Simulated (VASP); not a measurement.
# Na2S: relaxation of the atoms with PBEsol

Crystal: Na2S.

```
Na S
1.0
     0.01625    3.25875    3.25875
     3.25875    0.01625    3.25875
     3.25875    3.25875    0.01625
Na S
2 1
Direct
  0.25000 0.25000 0.25000
  0.75000 0.75000 0.75000
  0.00000 0.00000 0.00000
```

This cell differs from its parent crystal: equal xy, yz and zx engineering shears of +0.5 %.

```json
{"Program": "VASP 6.6.1", "Task": "relaxation of the atoms", "Functional": "PBEsol", "Potentials or basis": "VASP PAW PBE potentials, release 64 (Na_pv, S)", "Cutoff": "450 eV", "k mesh": "6 × 6 × 6", "Occupations": "gaussian, width 0.01 eV", "Spin": "no spin polarisation", "Dipole correction": "no", "Further INCAR settings": "ALGO = Normal; EDIFF = 1e-07; IBRION = 2; EDIFFG = -0.002; NSW = 50"}
```

```
Energy gained by relaxing : 0.0 meV/atom
Ionic steps               : 5
Pressure after relaxing   : -0.1 GPa
Band gap on the k mesh    : 2.42 eV
```

Stress tensor (GPa, compression positive):
```
-0.05 -0.09 -0.09
-0.09 -0.05 -0.09
-0.09 -0.09 -0.05
```

Final structure:
```yaml
crystal:
  lattice:
    - [0.01625, 3.25875, 3.25875]
    - [3.25875, 0.01625, 3.25875]
    - [3.25875, 3.25875, 0.01625]
  atoms:
    - { symbol: Na, position: [0.24965, 0.24965, 0.24965] }
    - { symbol: Na, position: [0.75035, 0.75035, 0.75035] }
    - { symbol: S, position: [0.00000, 0.00000, 0.00000] }
```

Levels at points of the mesh, in eV from the valence-band top:
```tsv
k point	band 6	band 7	band 8	band 9	band 10	band 11	band 12	band 13	band 14
(0.00, 0.00, 0.00)	-21.98	-10.16	-0.02	0.00	0.00	2.42	7.66	7.75	7.75
(0.50, 0.00, 0.00)	-22.01	-9.90	-1.71	-0.15	-0.14	4.77	6.38	7.05	7.10
(0.50, 0.50, 0.00)	-21.96	-9.81	-1.53	-0.49	-0.47	3.70	6.00	8.54	9.76
(0.50, 0.50, 0.50)	-22.01	-9.90	-1.72	-0.13	-0.13	4.79	6.37	7.12	7.12
```

Run time: 30 s on 1 thread of Intel(R) Xeon(R) Platinum 8488C (Sapphire Rapids), on a shared host, peak memory 0.18 GiB.

Caveat: the cell differs from its parent crystal (equal xy, yz and zx engineering shears of +0.5 %); the PAW data sets were made with another functional, which shifts forces and pressure a little.
